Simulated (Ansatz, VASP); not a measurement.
## One calculation of TiPdBr3, two programs

Contents of INCAR:

```
PREC = Accurate
ENCUT = 600
EDIFF = 1E-6
ISMEAR = 0
SIGMA = 0.1
LREAL = F
LASPH = T
NELM = 150
ALGO = Normal
ISIF = 3
LWAVE = F
LCHARG = F
ISPIN = 2
MAGMOM = 2.32 0 0 0 0
LORBIT = 11
LMAXMIX = 4
GGA = PE
IBRION = 2
NSW = 90
EDIFFG = -0.04
```

Contents of KPOINTS:

```
Automatic mesh
0
Gamma
  4 4 4
```

POSCAR

```
TiPdBr3
1.0
    4.6406852078      0.0000000000      0.0000000000
    0.0000000000      4.6406852078      0.0000000000
    0.0000000000      0.0000000000      4.6988391578
Ti Pd Br
1 1 3
Direct
    0.0000000000      0.0000000000      0.0000000000
    0.5000000000      0.5000000000      0.5150000000
    0.5000000000      0.5000000000      0.9750000000
    0.0000000000      0.5000000000      0.4850000000
    0.5000000000      0.0000000000      0.4850000000
```

Input for Ansatz:

```yaml
crystal:
  lattice:
    - [4.6406852078, 0.0, 0.0]
    - [0.0, 4.6406852078, 0.0]
    - [0.0, 0.0, 4.6988391578]
  atoms:
    - { symbol: Ti, position: [0.0, 0.0, 0.0], spin: 2.32 }
    - { symbol: Pd, position: [0.5, 0.5, 0.515] }
    - { symbol: Br, position: [0.5, 0.5, 0.975] }
    - { symbol: Br, position: [0.0, 0.5, 0.485] }
    - { symbol: Br, position: [0.5, 0.0, 0.485] }
basis:
  ecutwfc: 420
kpoints:
  mp_grid: { grid: [4, 4, 4] }
hamiltonian:
  xc: pbe
scf:
  occupations: { method: gaussian, width: 0.1 }
  lower_state_search: "off"
output:
  forces: true
  stress: true
  eigenvalues: true
  populations: true
magnetization:
  spin_polarized: true
relax:
  adjacent_minimum: "off"
  f_tol: 0.04
  max_steps: 70
  cell: { stress_tol: 0.4 }
```

Alike in both runs: task relaxation of cell and atoms; functional PBE; k mesh 4 × 4 × 4; occupations gaussian, width 0.1 eV; collinear spin.

|  | VASP | Ansatz |
| --- | --- | --- |
| version | VASP 6.6.1 | Ansatz 0.2.0 |
| potentials or method | VASP PAW PBE potentials, release 64 (Ti_sv, Pd, Br), cutoff 600 eV | scalar-relativistic, plane waves, PAW |
| valence electrons in the cell | 43 | 51 |

Ansatz gave:

| Property | Result |
| --- | --- |
| gap on the k mesh at the Fermi level, each at its own relaxed structure (eV) | none |
| net moment per atom (μB) | 0.42 |
| size of the moment on the site where the two differ most (μB) | 0.02 |
| relaxed volume (Å³/atom) | 29.82 |
| relaxed cell length with the largest relative difference (Å) | 5.463 |

Q: What did VASP give for the same quantities?

A: gap on the k mesh at the Fermi level, each at its own relaxed structure (eV): none; net moment per atom (μB): 0.41; size of the moment on the site where the two differ most (μB): 0.06; relaxed volume (Å³/atom): 30.13; relaxed cell length with the largest relative difference (Å): 5.378.

Site moments also hang on the region over which each program counts them. A gap of «none» marks a metal or a gap that the smearing closes. VASP's potentials hold 43 valence electrons a cell and Ansatz's 51, so a difference there can come from the potentials and not from the codes.

Noted on VASP's run: the volume moved by over 15 % at a fixed basis, so the end points are rough.
